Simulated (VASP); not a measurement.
# TlBr (CsCl type) (Pm-3m) in VASP: further runs

TlBr (CsCl type) is run at these levels: PBE; tasks: single point.

Everything below comes from runs of VASP 6.6.1. Logs are shortened: lines on timing, memory, paths and dates and some standing lists are left out, and cuts for length are marked.

### 1 The cell of the first run

The structure is cubic, space group Pm-3m (No. 221). Conventional cell: a = 2.985 Å, b = 2.985 Å, c = 2.985 Å, α = 90.00°, β = 90.00°, γ = 90.00°. Within 3.4 Å of Tl (site symmetry m-3m) lie 8 Br at 2.59 Å and 6 Tl at 2.99 Å. Within 3.4 Å of Br (site symmetry m-3m) lie 8 Tl at 2.59 Å and 6 Br at 2.99 Å.

### 2 Single point, PBE (volume scaled by 0.4)

The input, INCAR:

```
PREC     = Accurate       # precision mode
ENCUT    = 500            # plane-wave cutoff, eV
EDIFF    = 1E-6           # SCF threshold, eV
ISMEAR   = -1             # smearing method
SIGMA    = 0.08           # smearing width, eV
LREAL    = F              # projectors in reciprocal space
LASPH    = T              # aspherical terms in the spheres
NELM     = 120            # most SCF steps
ALGO     = Normal         # electronic algorithm
ISIF     = 2              # what is computed and relaxed
LWAVE    = F              # write WAVECAR
LCHARG   = T              # write CHGCAR
GGA      = PE             # functional
LELF     = T              # ELF
LVHAR    = T            
NBANDS   = 17             # bands
GGA_COMPAT= F
```

The input, KPOINTS:

```
Automatic mesh
0
Gamma
  12 12 12
```

The input, POSCAR:

```
TlBr
1.0
    2.9854158124      0.0000000000      0.0000000000
    0.0000000000      2.9854158124      0.0000000000
    0.0000000000      0.0000000000      2.9854158124
Tl Br
1 1
Direct
    0.0000000000      0.0000000000      0.0000000000
    0.5000000000      0.5000000000      0.5000000000
```

Potentials or basis: VASP PAW PBE potentials, release 64 (Tl_d, Br).

Run with:

```bash
$ cat potpaw_PBE.64/Tl_d/POTCAR potpaw_PBE.64/Br/POTCAR > POTCAR
$ mpirun -np 1 vasp_std > vasp.out
```

OUTCAR:

```text
PREC = Accurate
   ENCUT = 500
   EDIFF = 1E-6
   ISMEAR = -1
   LREAL = F
   LASPH = T
   NELM = 120
   ISIF = 2
   GGA = PE

 ion  position               nearest neighbor table
   1  0.000  0.000  0.000-   2 2.59   2 2.59   2 2.59   2 2.59   2 2.59   2 2.59   2 2.59   2 2.59

   2  0.500  0.500  0.500-   1 2.59   1 2.59   1 2.59   1 2.59   1 2.59   1 2.59   1 2.59   1 2.59

  LATTYP: Found a simple cubic cell.
 ALAT       =     2.9854158124

  Lattice vectors:

 A1 = (   2.9854158124,   0.0000000000,   0.0000000000)
 A2 = (   0.0000000000,   2.9854158124,   0.0000000000)
 A3 = (   0.0000000000,   0.0000000000,   2.9854158124)

Analysis of symmetry for initial positions (statically):
=====================================================================
 Subroutine PRICEL returns:
 Original cell was already a primitive cell.

 Routine SETGRP: Setting up the symmetry group for a
 simple cubic supercell.

 Subroutine GETGRP returns: Found 48 space group operations
 (whereof 48 operations were pure point group operations)
 out of a pool of 48 trial point group operations.

The static configuration has the point symmetry O_h .

Analysis of symmetry for dynamics (positions and initial velocities):
=====================================================================
 Subroutine PRICEL returns:
 Original cell was already a primitive cell.

 Routine SETGRP: Setting up the symmetry group for a
 simple cubic supercell.

 Subroutine GETGRP returns: Found 48 space group operations
 (whereof 48 operations were pure point group operations)
 out of a pool of 48 trial point group operations.

The dynamic configuration has the point symmetry O_h .

 Subroutine INISYM returns: Found 48 space group operations
 (whereof 48 operations are pure point group operations),
 and found     1 'primitive' translations

----------------------------------------------------------------------------------------

                                     Primitive cell

  volume of cell :      26.6081

  direct lattice vectors                    reciprocal lattice vectors
     2.985415812  0.000000000  0.000000000     0.334961715  0.000000000  0.000000000
     0.000000000  2.985415812  0.000000000     0.000000000  0.334961715  0.000000000
     0.000000000  0.000000000  2.985415812     0.000000000  0.000000000  0.334961715

  length of vectors
     2.985415812  2.985415812  2.985415812     0.334961715  0.334961715  0.334961715

  position of ions in fractional coordinates (direct lattice)
     0.000000000  0.000000000  0.000000000
     0.500000000  0.500000000  0.500000000

  ion indices of the primitive-cell ions
   primitive index   ion index
                 1           1
                 2           2

----------------------------------------------------------------------------------------

 KPOINTS: Automatic mesh

Automatic generation of k-mesh.
 Grid dimensions read from file:
 generate k-points for:   12   12   12

 Generating k-lattice:

  Cartesian coordinates                     Fractional coordinates (reciprocal lattice)
     0.027913476  0.000000000  0.000000000     0.083333333  0.000000000  0.000000000
     0.000000000  0.027913476  0.000000000     0.000000000  0.083333333  0.000000000
     0.000000000  0.000000000  0.027913476     0.000000000  0.000000000  0.083333333

  Length of vectors
     0.027913476  0.027913476  0.027913476

  Shift w.r.t. Gamma in fractional coordinates (k-lattice)
     0.000000000  0.000000000  0.000000000

 Subroutine IBZKPT returns following result:
 ===========================================

 Found     84 irreducible k-points:

 Following reciprocal coordinates:
            Coordinates               Weight
  0.000000  0.000000  0.000000      1.000000
  0.083333  0.000000  0.000000      6.000000
  0.166667  0.000000  0.000000      6.000000
  0.250000  0.000000  0.000000      6.000000
  0.333333  0.000000  0.000000      6.000000
  0.416667  0.000000  0.000000      6.000000
[... 16 lines left out ...]
  0.333333  0.333333  0.000000     12.000000
  0.416667  0.333333  0.000000     24.000000
 [... further k-points ...]
   k-points           NKPTS =     84   k-points in BZ     NKDIM =     84   number of bands    NBANDS=     17
   number of dos      NEDOS =    301   number of ions     NIONS =      2
   total plane-waves  NPLWV =  13824
   dimension x,y,z NGX =    24 NGY =   24 NGZ =   24
   dimension x,y,z NGXF=    48 NGYF=   48 NGZF=   48
   ions per type =               1   1
   NGX,Y,Z   is equivalent  to a cutoff of  13.36, 13.36, 13.36 a.u.
   NGXF,Y,Z  is equivalent  to a cutoff of  26.73, 26.73, 26.73 a.u.
 SYSTEM =  unknown system
   PREC   = accura    normal or accurate (medium, high low for compatibility)
   ISTART =      0    job   : 0-new  1-cont  2-samecut
   ICHARG =      2    charge: 1-file 2-atom 10-const
   ISPIN  =      1    spin polarized calculation?
   LNONCOLLINEAR =      F non collinear calculations
   LSORBIT =      F    spin-orbit coupling
   LASPH  =      T    aspherical Exc in radial PAW
   ENCUT  =  500.0 eV  36.75 Ry    6.06 a.u.   5.44  5.44  5.44*2*pi/ulx,y,z
   NELM   =    120;   NELMIN=  2; NELMDL= -5     # of ELM steps
   EDIFF  = 0.1E-05   stopping-criterion for ELM
   LREAL  =      F    real-space projection
   EDIFFG = 0.1E-04   stopping-criterion for IOM
   NSW    =      0    number of steps for IOM
   IBRION =     -1    ionic relax: 0-MD 1-quasi-New 2-CG
   NFREE  =      0    steps in history (QN), initial steepest desc. (CG)
   ISIF   =      2    stress and relaxation
   ISYM   =      2    0-nonsym 1-usesym 2-fastsym
   POTIM  = 0.5000    time-step for ionic-motion
   TEBEG  =    0.0;   TEEND  =   0.0 temperature during run
   PSTRESS=    0.0 pullay stress
   NELECT =      20.0000    total number of electrons
   NUPDOWN=      -1.0000    fix difference up-down
   EMIN   =  10.00;   EMAX   =-10.00  energy-range for DOS
   EFERMI =   0.00;   METHOD = LEGACY
   ISMEAR =    -1;   SIGMA  =   0.08  broadening in eV -4-tet -1-fermi 0-gaus
   EFERMI_NEDOS =   21; number of points for ismear=-14 and -15
   IALGO  =     38    algorithm
   IMIX   =      4    mixing-type and parameters
     AMIX     =   0.40;   BMIX     =  1.00
     AMIX_MAG =   1.60;   BMIX_MAG =  1.00
  volume/ion in A,a.u.               =      13.30        89.78
  Fermi-wavevector in a.u.,A,eV,Ry     =   1.488493  2.812843 30.145205  2.215610
  Thomas-Fermi vector in A             =   2.601520
   LORBIT       =      0    0 simple, 1 ext, 2 COOP (PROOUT), +10 PAW based schemes
   GGA     = PE    functional components
   LHFCALC =     F    Hartree Fock is set to
   AEXX    =    0.0000 exact exchange contribution
   IVDW    =     0    specifies the selected vdW correction
   LEPSILON=     F    determine dielectric tensor
   LRPA    =     F    only Hartree local field effects (RPA)
 non-spin polarized calculation
  energy-cutoff  :      500.00
  volume of cell :       26.61
 maximum number of plane-waves:       693
 NGX is ok and might be reduce to    24
   NGX = 11   NGY = 11   NGZ = 11

 number of electron      20.0000000 magnetization

 Free energy of the ion-electron system (eV)
  ---------------------------------------------------
  ext. energy  EPLUGINS =         0.00000000
  ---------------------------------------------------
  free energy    TOTEN  =         3.42872174 eV

  energy without entropy =        3.44022454  energy(sigma->0) =        3.43447314

 E-fermi :  16.3645     XC(G=0): -13.6381

 val. band max:       16.2987396745   @ k =   0.3333   0.1667   0.0833
 cond. band min:      16.3826345003   @ k =   0.4167   0.0000   0.0000
 fundamental gap:      0.0838948258
 Fermi energy:        16.3645049742

 k-point     1 :       0.0000    0.0000    0.0000
  band No.  band energies     occupation
      1      -6.2787      2.00000
      2       1.5543      2.00000
      3       1.5543      2.00000
      4       3.3212      2.00000
      5       3.3212      2.00000
      6       3.3212      2.00000
[... 9 lines left out ...]
     16      30.8048      0.00000
     17      30.8048      0.00000

 k-point     2 :       0.0833    0.0000    0.0000
  band No.  band energies     occupation
      1      -6.1749      2.00000
      2       1.5698      2.00000
      3       1.5982      2.00000
      4       3.2378      2.00000
      5       3.2378      2.00000
      6       3.3268      2.00000
[... 9 lines left out ...]
     16      30.5680      0.00000
     17      30.6837      0.00000

 k-point     3 :       0.1667    0.0000    0.0000
  band No.  band energies     occupation
      1      -5.8714      2.00000
      2       1.6126      2.00000
      3       1.6815      2.00000
      4       3.0241      2.00000
      5       3.0241      2.00000
      6       3.3421      2.00000
[... 9 lines left out ...]
     16      30.0702      0.00000
     17      31.2496      0.00000

 k-point     4 :       0.2500    0.0000    0.0000
  band No.  band energies     occupation
      1      -5.3944      2.00000
      2       1.6395      2.00000
      3       1.6720      2.00000
      4       2.7598      2.00000
      5       2.7598      2.00000
      6       3.3630      2.00000
[... 9 lines left out ...]
     16      29.5935      0.00000
     17      30.6920      0.00000
[... 343 lines left out ...]
      1      -3.8035      2.00000
      2       1.3027      2.00000
      3       2.3606      2.00000
      4       2.5153      2.00000
      5       2.7317      2.00000
      6       3.0631      2.00000
[... 9 lines left out ...]
     16      30.4965      0.00000
     17      31.0515      0.00000

 k-point    23 :       0.3333    0.3333    0.0000
  band No.  band energies     occupation
      1      -4.0139      2.00000
      2       1.5165      2.00000
      3       2.6738      2.00000
      4       2.7204      2.00000
      5       2.8314      2.00000
      6       2.8879      2.00000
[... 9 lines left out ...]
     16      28.3435      0.00000
     17      31.3952      0.00000

 k-point    24 :       0.4167    0.3333    0.0000
  band No.  band energies     occupation
      1      -3.7965      2.00000
      2       1.6353      2.00000
      3       2.6646      2.00000
      4       2.8396      2.00000
      5       2.8866      2.00000
      6       3.0999      2.00000
[... 9 lines left out ...]
     16      29.8013      0.00000
     17      31.9441      0.00000

 [... further k-points ...]
[... 5 lines left out ...]
  --------------------------------------------------------------------------------------
  -------------------------------------------------------------------------------------
  Total       29.0359455     29.0359455     29.0359455      0.0000000     -0.0000000      0.0000000
  in kB     1748.3648604   1748.3648604   1748.3648604      0.0000000     -0.0000000      0.0000000
  external PRESSURE =    1748.3648604 kB  Pullay stress =       0.0000000 kB

 VOLUME and BASIS-vectors are now :
 -----------------------------------------------------------------------------
  energy-cutoff  :      500.00
  volume of cell :       26.61
      direct lattice vectors                 reciprocal lattice vectors
     2.985415812  0.000000000  0.000000000     0.334961715  0.000000000  0.000000000
     0.000000000  2.985415812  0.000000000     0.000000000  0.334961715  0.000000000
     0.000000000  0.000000000  2.985415812     0.000000000  0.000000000  0.334961715

 POSITION                                       TOTAL-FORCE (eV/Angst)
 -----------------------------------------------------------------------------------
      0.00000      0.00000      0.00000         0.000000      0.000000      0.000000
      1.49271      1.49271      1.49271         0.000000      0.000000      0.000000
 -----------------------------------------------------------------------------------
    total drift:                                0.000000      0.000000      0.000000

  FREE ENERGIE OF THE ION-ELECTRON SYSTEM (eV)
  ---------------------------------------------------
  free  energy   TOTEN  =         3.4287217397 eV

  energy  without entropy=        3.4402245390  energy(sigma->0) =        3.43447314
```

Wall time 8.8 s (1 thread of Intel Xeon 6975P-C (Granite Rapids), shared host); peak memory 0.16 GiB.

What came out:

```
Free energy            : 3.4287 eV
Pressure               : 174.8 GPa
Band gap on the k mesh : zero (band 10 reaches 17.21 eV, above the bottom of band 11 at 13.17 eV)
```

Levels at points of the mesh, in eV from the Fermi level:
| k point | band 8 | band 9 | band 10 | band 11 | band 12 | band 13 |
| --- | --- | --- | --- | --- | --- | --- |
| (0.00, 0.00, 0.00) | -6.15 | -6.15 | -5.06 | 4.10 | 4.10 | 12.81 |
| (0.50, 0.00, 0.00) | -2.91 | -2.91 | 0.63 | 2.20 | 2.73 | 4.18 |
| (0.50, 0.50, 0.00) | -11.39 | -6.73 | -3.85 | 5.88 | 5.88 | 7.09 |
| (0.50, 0.50, 0.50) | -5.53 | -5.53 | -3.19 | -3.19 | -3.19 | -2.15 |

Caveat: spin-orbit coupling is left out, which moves the levels of the heavy elements.

### 3 Single point, PBE (volume scaled by 0.4)

The input, INCAR:

```
SYSTEM = TlBr
PREC     = Accurate       ! precision mode
ENCUT    = 500            ! plane-wave cutoff, eV
EDIFF    = 1E-6           ! SCF threshold, eV
ISMEAR   = -1             ! smearing method
SIGMA    = 0.08           ! smearing width, eV
LREAL    = .FALSE.        ! projectors in reciprocal space
LASPH    = .TRUE.         ! aspherical terms in the spheres
NELM     = 120            ! most SCF steps
ALGO     = Normal         ! electronic algorithm
ISIF     = 2              ! what is computed and relaxed
LWAVE    = .FALSE.        ! write WAVECAR
LCHARG   = .FALSE.        ! write CHGCAR
GGA      = PE             ! functional
NBANDS   = 17             ! bands
GGA_COMPAT= .FALSE.
```

The input, KPOINTS:

```
regular mesh
0
G
  12 12 12
  0 0 0
```

POSCAR is that of step 2.

Potentials or basis: VASP PAW PBE potentials, release 64 (Tl_d, Br).

Run with:

```bash
$ cat potpaw_PBE.64/Tl_d/POTCAR potpaw_PBE.64/Br/POTCAR > POTCAR
$ mpirun -np 1 vasp_std > vasp.out
```

Wall time 8.5 s (1 thread of Intel Xeon 6975P-C (Granite Rapids), shared host); peak memory 0.16 GiB.

Results (log left out):

```
Free energy            : 3.4287 eV
Pressure               : 174.8 GPa
Band gap on the k mesh : zero (band 10 reaches 17.21 eV, above the bottom of band 11 at 13.17 eV)
```

Levels at points of the mesh, in eV from the Fermi level:
```tsv
k point	band 7	band 8	band 9	band 10	band 11	band 12	band 13	band 14
(0.00, 0.00, 0.00)	-6.15	-6.15	-6.15	-5.06	4.10	4.10	12.81	12.81
(0.50, 0.00, 0.00)	-11.42	-2.91	-2.91	0.63	2.20	2.73	4.18	4.18
(0.50, 0.50, 0.00)	-11.39	-11.39	-6.73	-3.85	5.88	5.88	7.09	11.03
(0.50, 0.50, 0.50)	-5.53	-5.53	-5.53	-3.19	-3.19	-3.19	-2.15	20.61
```

Caveat: spin-orbit coupling is left out, which moves the levels of the heavy elements.

[end of part 1 of 2]
